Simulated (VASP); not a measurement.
# Ir (P-1) in VASP: settings compared

Aim: see how the results for Ir move with the level of theory and the settings. Levels: r2SCAN, r2SCAN+D3(BJ). Tasks: single point.

Everything below comes from runs of VASP 6.6.1. Logs are shortened: lines on timing, memory, paths and dates and some standing lists are left out, and cuts for length are marked.

## Step 1: The cell of the first run

The typed cell holds 1 atom: a = 2.707 Å, b = 2.705 Å, c = 2.712 Å, α = 59.93°, β = 59.99°, γ = 59.94°.

## Step 2: Single point, r2SCAN

File POSCAR:

```
Ir
1.0
    0.0016011347      1.9144236793      1.9131828375
    1.9135138716      0.0034639774      1.9113715598
    1.9182663379      1.9174279650     -0.0011947989
Ir
1
Direct
    0.0000000000      0.0000000000      0.0000000000
```

File INCAR.step1:

```
SYSTEM = Ir
ALGO = Normal ; EDIFF = 1E-4
ENCUT = 520 ; GGA = PE
ISMEAR = -1 ; LASPH = .TRUE.
LCHARG = .FALSE. ; LREAL = .FALSE.
LWAVE = .TRUE. ; NBANDS = 10
NELM = 80 ; PREC = Accurate
SIGMA = 0.05
```

File INCAR.step2:

```
SYSTEM = Ir
ALGO = Normal ; EDIFF = 1E-7
ENCUT = 520 ; ISIF = 2
ISMEAR = -1 ; ISTART = 1
LASPH = .TRUE. ; LCHARG = .TRUE.
LELF = .TRUE. ; LMIXTAU = .TRUE.
LREAL = .FALSE. ; LVHAR = .TRUE.
LWAVE = .FALSE. ; METAGGA = R2SCAN
NBANDS = 10 ; NELM = 80
PREC = Accurate ; SIGMA = 0.05
```

File KPOINTS:

```
k-points
0
G
  12 13 11
  0 0 0
```

Potentials or basis: VASP PAW PBE potentials, release 64 (Ir).

Command:

```bash
$ cat potpaw_PBE.64/Ir/POTCAR > POTCAR
$ cp INCAR.step1 INCAR
$ mpirun -np 1 vasp_std > vasp.out
$ cp INCAR.step2 INCAR
$ mpirun -np 1 vasp_std > vasp.out
```

OUTCAR:

```text
SYSTEM = Ir
   EDIFF = 1E-7
   ENCUT = 520
   ISIF = 2
   ISMEAR = -1
   ISTART = 1
   LASPH = .TRUE.
   LREAL = .FALSE.
   METAGGA = R2SCAN
   NELM = 80
   PREC = Accurate

 ion  position               nearest neighbor table
   1  0.000  0.000  0.000-

  LATTYP: Found a triclinic cell.
 ALAT       =     4.6817570577
 B/A-ratio  =     0.5773857299
 C/A-ratio  =     0.5793221961
 COS(alpha) =     0.0004681645
 COS(beta)  =     0.2896832525
 COS(gamma) =     0.8656676876

  Lattice vectors:

 A1 = (   3.8254266085,  -1.9074957245,   1.9095602821)
 A2 = (   1.9119127369,  -1.9109597019,  -0.0018112777)
 A3 = (   1.9182663379,   1.9174279650,  -0.0011947989)

Analysis of symmetry for initial positions (statically):
=====================================================================
 Subroutine PRICEL returns:
 Original cell was already a primitive cell.

 Routine SETGRP: Setting up the symmetry group for a
 triclinic supercell.

 Subroutine GETGRP returns: Found  2 space group operations
 (whereof  2 operations were pure point group operations)
 out of a pool of  2 trial point group operations.

The static configuration has the point symmetry S_2 .

Analysis of symmetry for dynamics (positions and initial velocities):
=====================================================================
 Subroutine PRICEL returns:
 Original cell was already a primitive cell.

 Routine SETGRP: Setting up the symmetry group for a
 triclinic supercell.

 Subroutine GETGRP returns: Found  2 space group operations
 (whereof  2 operations were pure point group operations)
 out of a pool of  2 trial point group operations.

The dynamic configuration has the point symmetry S_2 .

 Subroutine INISYM returns: Found  2 space group operations
 (whereof  2 operations are pure point group operations),
 and found     1 'primitive' translations

----------------------------------------------------------------------------------------

                                     Primitive cell

  volume of cell :      14.0246

  direct lattice vectors                    reciprocal lattice vectors
     0.001601135  1.914423679  1.913182837    -0.261321223  0.261598205  0.261140024
     1.913513872  0.003463977  1.911371560     0.261731660 -0.261683068  0.261633747
     1.918266338  1.917427965 -0.001194799     0.260438939  0.260816403 -0.261203522

  length of vectors
     2.706527140  2.704605068  2.712245780     0.452677053  0.453247953  0.451753159

  position of ions in fractional coordinates (direct lattice)
     0.000000000  0.000000000  0.000000000

  ion indices of the primitive-cell ions
   primitive index   ion index
                 1           1

----------------------------------------------------------------------------------------

 KPOINTS: k-points

Automatic generation of k-mesh.
 Grid dimensions read from file:
 generate k-points for:   12   13   11

 Generating k-lattice:

  Cartesian coordinates                     Fractional coordinates (reciprocal lattice)
    -0.021776769  0.021799850  0.021761669     0.083333333  0.000000000  0.000000000
     0.020133205 -0.020129467  0.020125673     0.000000000  0.076923077 -0.000000000
     0.023676267  0.023710582 -0.023745775    -0.000000000  0.000000000  0.090909091

  Length of vectors
     0.037723088  0.034865227  0.041068469

  Shift w.r.t. Gamma in fractional coordinates (k-lattice)
     0.000000000  0.000000000  0.000000000

 Subroutine IBZKPT returns following result:
 ===========================================

 Found    859 irreducible k-points:

 Following reciprocal coordinates:
            Coordinates               Weight
  0.000000  0.000000  0.000000      1.000000
  0.083333  0.000000  0.000000      2.000000
  0.166667  0.000000  0.000000      2.000000
  0.250000  0.000000  0.000000      2.000000
  0.333333  0.000000  0.000000      2.000000
  0.416667  0.000000 -0.000000      2.000000
[... 16 lines left out ...]
  0.250000  0.153846 -0.000000      2.000000
  0.333333  0.153846  0.000000      2.000000
 [... further k-points ...]
   k-points           NKPTS =    859   k-points in BZ     NKDIM =    859   number of bands    NBANDS=     10
   number of dos      NEDOS =    301   number of ions     NIONS =      1
   total plane-waves  NPLWV =   8000
   dimension x,y,z NGX =    20 NGY =   20 NGZ =   20
   dimension x,y,z NGXF=    40 NGYF=   40 NGZF=   40
   ions per type =               1
   NGX,Y,Z   is equivalent  to a cutoff of  12.28, 12.29, 12.26 a.u.
   NGXF,Y,Z  is equivalent  to a cutoff of  24.57, 24.59, 24.52 a.u.
 SYSTEM =  Ir
   PREC   = accura    normal or accurate (medium, high low for compatibility)
   ISTART =      1    job   : 0-new  1-cont  2-samecut
   ICHARG =      0    charge: 1-file 2-atom 10-const
   ISPIN  =      1    spin polarized calculation?
   LNONCOLLINEAR =      F non collinear calculations
   LSORBIT =      F    spin-orbit coupling
   LASPH  =      T    aspherical Exc in radial PAW
   ENCUT  =  520.0 eV  38.22 Ry    6.18 a.u.   5.03  5.03  5.04*2*pi/ulx,y,z
   NELM   =     80;   NELMIN=  2; NELMDL=  0     # of ELM steps
   EDIFF  = 0.1E-06   stopping-criterion for ELM
   LREAL  =      F    real-space projection
   EDIFFG = 0.1E-05   stopping-criterion for IOM
   NSW    =      0    number of steps for IOM
   IBRION =     -1    ionic relax: 0-MD 1-quasi-New 2-CG
   NFREE  =      0    steps in history (QN), initial steepest desc. (CG)
   ISIF   =      2    stress and relaxation
   ISYM   =      2    0-nonsym 1-usesym 2-fastsym
   POTIM  = 0.5000    time-step for ionic-motion
   TEBEG  =    0.0;   TEEND  =   0.0 temperature during run
   PSTRESS=    0.0 pullay stress
   NELECT =       9.0000    total number of electrons
   NUPDOWN=      -1.0000    fix difference up-down
   EMIN   =  10.00;   EMAX   =-10.00  energy-range for DOS
   EFERMI =   0.00;   METHOD = LEGACY
   ISMEAR =    -1;   SIGMA  =   0.05  broadening in eV -4-tet -1-fermi 0-gaus
   EFERMI_NEDOS =   21; number of points for ismear=-14 and -15
   IALGO  =     38    algorithm
   IMIX   =      4    mixing-type and parameters
     AMIX     =   0.40;   BMIX     =  1.00
     AMIX_MAG =   1.60;   BMIX_MAG =  1.00
  volume/ion in A,a.u.               =      14.02        94.64
  Fermi-wavevector in a.u.,A,eV,Ry     =   1.412079  2.668442 27.129571  1.993967
  Thomas-Fermi vector in A             =   2.533865
   LORBIT       =      0    0 simple, 1 ext, 2 COOP (PROOUT), +10 PAW based schemes
   METAGGA = R2SCAN    functional components
   LHFCALC =     F    Hartree Fock is set to
   AEXX    =    0.0000 exact exchange contribution
   IVDW    =     0    specifies the selected vdW correction
   LEPSILON=     F    determine dielectric tensor
   LRPA    =     F    only Hartree local field effects (RPA)
 non-spin polarized calculation
  energy-cutoff  :      520.00
  volume of cell :       14.02
 maximum number of plane-waves:       386
   NGX =  9   NGY =  9   NGZ =  9

 number of electron       9.0000000 magnetization

 Free energy of the ion-electron system (eV)
  ---------------------------------------------------
  ext. energy  EPLUGINS =         0.00000000
  ---------------------------------------------------
  free energy    TOTEN  =       -52.36067445 eV

  energy without entropy =      -52.35281460  energy(sigma->0) =      -52.35674452

 E-fermi :  10.3205     XC(G=0): -15.3890

 val. band max:       10.3159876292   @ k =   0.0833   0.2308   0.4545
 cond. band min:      10.3207415756   @ k =   0.0833   0.4615   0.1818
 fundamental gap:      0.0047539464
 Fermi energy:        10.3204722661

 k-point     1 :       0.0000    0.0000    0.0000
  band No.  band energies     occupation
      1      -1.2973      2.00000
      2       6.2461      2.00000
      3       6.2784      2.00000
      4       6.2995      2.00000
      5       9.0168      2.00000
      6       9.0361      2.00000
      7      25.4120      0.00000
      8      31.2561      0.00000
      9      31.3421      0.00000
     10      31.3966      0.00000

 k-point     2 :       0.0833    0.0000    0.0000
  band No.  band energies     occupation
      1      -0.9738      2.00000
      2       6.1103      2.00000
      3       6.3831      2.00000
      4       6.4359      2.00000
      5       8.9322      2.00000
      6       8.9500      2.00000
      7      25.9611      0.00000
      8      29.8841      0.00000
      9      31.7878      0.00000
     10      31.9088      0.00000

 k-point     3 :       0.1667    0.0000    0.0000
  band No.  band energies     occupation
      1      -0.0878      2.00000
      2       5.7679      2.00000
      3       6.6533      2.00000
      4       6.7178      2.00000
      5       8.8584      2.00000
      6       8.8706      2.00000
      7      27.1443      0.00000
      8      27.5934      0.00000
      9      33.2572      0.00000
     10      33.3658      0.00000

 k-point     4 :       0.2500    0.0000    0.0000
  band No.  band energies     occupation
      1       1.0203      2.00000
      2       5.7397      2.00000
      3       6.6834      2.00000
      4       6.7569      2.00000
      5       9.2368      2.00000
      6       9.2441      2.00000
      7      24.9903      0.00000
      8      27.9633      0.00000
      9      35.2106      0.00000
     10      35.2973      0.00000

 k-point     5 :       0.3333    0.0000    0.0000
  band No.  band energies     occupation
      1       1.7032      2.00000
      2       6.4303      2.00000
      3       6.5052      2.00000
      4       6.7041      2.00000
      5      10.0816      1.98331
      6      10.0955      1.97801
      7      22.3339      0.00000
      8      26.7004      0.00000
      9      34.0922      0.00000
     10      34.1850      0.00000

 k-point     6 :       0.4167    0.0000   -0.0000
  band No.  band energies     occupation
      1       1.8309      2.00000
      2       6.1771      2.00000
      3       6.2528      2.00000
      4       8.5120      2.00000
      5      10.9181      0.00001
      6      10.9380      0.00001
      7      19.5404      0.00000
      8      25.4534      0.00000
      9      31.9765      0.00000
     10      32.0684      0.00000
[... 183 lines left out ...]
 k-point    21 :       0.0833    0.1538   -0.0000
  band No.  band energies     occupation
      1      -0.2973      2.00000
      2       5.6509      2.00000
      3       6.7537      2.00000
      4       6.7776      2.00000
      5       8.3721      2.00000
      6       9.2304      2.00000
      7      27.0652      0.00000
      8      28.8774      0.00000
      9      31.8037      0.00000
     10      32.4592      0.00000

 k-point    22 :       0.1667    0.1538    0.0000
  band No.  band energies     occupation
      1       0.2248      2.00000
      2       5.2105      2.00000
      3       7.1450      2.00000
      4       7.1807      2.00000
      5       7.8510      2.00000
      6       9.4719      2.00000
      7      27.9689      0.00000
      8      29.3897      0.00000
      9      31.3284      0.00000
     10      31.4959      0.00000

 k-point    23 :       0.2500    0.1538   -0.0000
  band No.  band energies     occupation
      1       1.1837      2.00000
      2       4.8166      2.00000
      3       6.9213      2.00000
      4       7.4812      2.00000
      5       8.3175      2.00000
      6       9.8087      1.99993
      7      27.4979      0.00000
      8      29.1741      0.00000
      9      31.1642      0.00000
     10      32.0704      0.00000

 k-point    24 :       0.3333    0.1538    0.0000
  band No.  band energies     occupation
      1       2.1759      2.00000
      2       4.8379      2.00000
      3       6.3026      2.00000
      4       7.4472      2.00000
      5       9.6841      1.99999
      6      10.4788      0.08095
      7      24.6712      0.00000
      8      28.6385      0.00000
      9      30.6538      0.00000
     10      32.4858      0.00000

 [... further k-points ...]

------------------------ aborting loop because EDIFF is reached ----------------------------------------

  FORCE on cell =-STRESS in cart. coord.  units (eV):
  Direction    XX          YY          ZZ          XY          YZ          ZX
  --------------------------------------------------------------------------------------
  -------------------------------------------------------------------------------------
  Total        0.6700742      0.6706386      0.6698740     -0.0015319      0.0000467      0.0007336
  in kB       76.5496989     76.6141781     76.5268289     -0.1750050      0.0053380      0.0838088
  external PRESSURE =      76.5635686 kB  Pullay stress =       0.0000000 kB

 VOLUME and BASIS-vectors are now :
 -----------------------------------------------------------------------------
  energy-cutoff  :      520.00
  volume of cell :       14.02
      direct lattice vectors                 reciprocal lattice vectors
     0.001601135  1.914423679  1.913182837    -0.261321223  0.261598205  0.261140024
     1.913513872  0.003463977  1.911371560     0.261731660 -0.261683068  0.261633747
     1.918266338  1.917427965 -0.001194799     0.260438939  0.260816403 -0.261203522

 POSITION                                       TOTAL-FORCE (eV/Angst)
 -----------------------------------------------------------------------------------
      0.00000      0.00000      0.00000         0.000000      0.000000      0.000000
 -----------------------------------------------------------------------------------
    total drift:                                0.000000     -0.000000     -0.000000

  FREE ENERGIE OF THE ION-ELECTRON SYSTEM (eV)
  ---------------------------------------------------
  free  energy   TOTEN  =       -52.3606744505 eV

  energy  without entropy=      -52.3528145981  energy(sigma->0) =      -52.35674452
```

Wall time 6.1 min (1 thread of Intel Xeon 8259CL, shared host); peak memory 0.24 GiB.

Results:

* Free energy: -52.3607 eV
* Pressure: 7.7 GPa
* Band gap on the k mesh: zero (an odd number of electrons rules out a gap without spin polarisation)

Caveat: the cell stands under pressure; the PAW data sets were made with another functional, which shifts forces and pressure a little; spin-orbit coupling is left out, which moves the levels of the heavy elements.

## Step 3: Single point, r2SCAN+D3(BJ)

This run uses another cell than the first one, of 14.06 Å³/atom.

File POSCAR:

```
Ir
1.0
    0.0016107174      1.9160151176      1.9147672243
    1.9150954944      0.0034774633      1.9129528451
    1.9198612154      1.9190309990     -0.0011945840
Ir
1
Direct
    0.0000000000      0.0000000000      0.0000000000
```

File INCAR.step1:

```
SYSTEM = Ir
ALGO = Normal
EDIFF = 1E-4
ENCUT = 520
GGA = PE
ISMEAR = -1
LASPH = .TRUE.
LCHARG = .FALSE.
LREAL = .FALSE.
LWAVE = .TRUE.
NBANDS = 10
NELM = 80
PREC = Accurate
SIGMA = 0.05
```

File INCAR.step2:

```
SYSTEM = Ir
ALGO = Normal
EDIFF = 1E-6
ENCUT = 520
ISIF = 2
ISMEAR = -1
ISTART = 1
IVDW = 12
LASPH = .TRUE.
LCHARG = .TRUE.
LELF = .TRUE.
LMIXTAU = .TRUE.
LREAL = .FALSE.
LVHAR = .TRUE.
LWAVE = .FALSE.
METAGGA = R2SCAN
NBANDS = 10
NELM = 80
PREC = Accurate
SIGMA = 0.05
VDW_A1 = 0.49484001
VDW_A2 = 5.73083694
VDW_S6 = 1.0
VDW_S8 = 0.78981345
```

KPOINTS is that of step 2.

Potentials or basis: VASP PAW PBE potentials, release 64 (Ir).

Command:

```bash
$ cat potpaw_PBE.64/Ir/POTCAR > POTCAR
$ cp INCAR.step1 INCAR
$ mpirun -np 1 vasp_std > vasp.out
$ cp INCAR.step2 INCAR
$ mpirun -np 1 vasp_std > vasp.out
```

Run time: 4.8 min. Hardware: 1 thread of Intel Xeon 8259CL, shared host; peak memory 0.25 GiB.

Results (log left out):

```yaml
Free_energy: -52.7103 eV
Pressure: 2.6 GPa
Band_gap_on_the_k_mesh: zero (an odd number of electrons rules out a gap without spin polarisation)
Dispersion_energy_per_atom: -0.348 eV
```

Levels at points of the mesh, in eV from the Fermi level:
```tsv
k point	band 1	band 2	band 3	band 4	band 5	band 6	band 7	band 8	band 9
(0.00, 0.00, 0.00)	-11.59	-4.06	-4.03	-4.01	-1.30	-1.28	15.10	20.93	21.01
(0.50, 0.00, 0.00)	-8.47	-4.22	-4.15	-0.70	0.95	0.97	7.75	14.72	20.83
```

Caveat: the PAW data sets were made with another functional, which shifts forces and pressure a little; spin-orbit coupling is left out, which moves the levels of the heavy elements.
